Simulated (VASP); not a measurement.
Input of a VASP 6.6.1 run:

INCAR

```
SYSTEM = Pb
PREC = Accurate ; ENCUT = 520
EDIFF = 1E-6 ; ISMEAR = 0
SIGMA = 0.1 ; LREAL = .FALSE.
LASPH = .TRUE. ; NELM = 60
ALGO = Normal ; ISIF = 2
LWAVE = .FALSE. ; LCHARG = .TRUE.
GGA = PS ; LELF = .TRUE.
LVHAR = .TRUE. ; NBANDS = 21
```

Contents of KPOINTS:

```
Automatic mesh
0
G
  12 12 8
  0 0 0
```

The input POSCAR:

```
Pb
1.0
    3.4559141579      0.0000000000      0.0000000000
   -1.7279570789      2.9929094540      0.0000000000
    0.0000000000      0.0000000000      5.7804958960
Pb
2
Direct
    0.3333333333      0.6666666667      0.2500000000
    0.6666666667      0.3333333333      0.7500000000
```

Potentials or basis: VASP PAW PBE potentials, release 64 (Pb_d).

The run is started by

```console
$ cat potpaw_PBE.64/Pb_d/POTCAR > POTCAR
$ mpirun -np 1 vasp_std > vasp.out
```

Question: What does it give for the pressure?

Answer: -0.1 GPa.

Question: Predict the band gap on the k mesh.

Answer: Zero (bands 14 and 15 overlap by 8.04 eV).

Caveat: the PAW data sets were made with another functional, which shifts forces and pressure a little; spin-orbit coupling is left out, which moves the levels of the heavy elements.
